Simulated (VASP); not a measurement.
Crystal: SnO2.

```
Sn O
1.0
     4.76482    0.00000    0.00000
     0.00000    4.76482    0.00000
     0.00000    0.00000    3.20750
Sn O
2 4
Direct
  0.50000 0.50000 0.50000
  0.00000 0.00000 0.00000
  0.19403 0.80597 0.50000
  0.80597 0.19403 0.50000
  0.30597 0.30597 0.00000
  0.69403 0.69403 0.00000
```

```yaml
Program: VASP 6.6.1
Task: relaxation of cell and atoms
Functional: PBE
Potentials_or_basis: VASP PAW PBE potentials, release 64 (Sn_d, O)
Cutoff: 600 eV
k_mesh: 6 × 6 × 8
Occupations: fermi-dirac, width 0.02 eV
Spin: no spin polarisation
```

At the start: pressure 7.3 GPa; volume 12.14 Å³/atom.

Problem. Where does the relaxation end?

Solution. Over 13 steps the energy falls by 10.1 meV/atom and the volume is 12.61 Å³/atom (+3.9 %); space group P4_2/mnm (No. 136, to 0.1 Å) before and after.

Step by step:
```tsv
step	energy change (eV)	largest force (eV/Å)	pressure (GPa)	volume (Å³)
1	0.0000	0.0408	7.28	72.82
2	0.0188	0.2359	-7.02	78.79
3	-0.0587	0.1010	0.01	75.51
4	-0.0587	0.0984	0.14	75.45
5	-0.0605	0.0095	0.10	75.57
6	-0.0605	0.0110	0.08	75.59
7	-0.0605	0.0116	0.09	75.60
8	-0.0605	0.0165	0.07	75.60
9	-0.0606	0.0061	-0.06	75.67
10	-0.0606	0.0076	-0.02	75.66
11	-0.0606	0.0066	-0.02	75.67
12	-0.0606	0.0059	-0.03	75.67
13	-0.0606	0.0021	0.03	75.64
```

Final structure:
```yaml
crystal:
  lattice:
    - [4.83043, 0.00000, 0.00000]
    - [0.00000, 4.83043, 0.00000]
    - [0.00000, 0.00000, 3.24196]
  atoms:
    - { symbol: Sn, position: [0.50000, 0.50000, 0.50000] }
    - { symbol: Sn, position: [0.00000, 0.00000, 0.00000] }
    - { symbol: O, position: [0.19345, 0.80655, 0.50000] }
    - { symbol: O, position: [0.80655, 0.19345, 0.50000] }
    - { symbol: O, position: [0.30655, 0.30655, 0.00000] }
    - { symbol: O, position: [0.69345, 0.69345, 0.00000] }
```
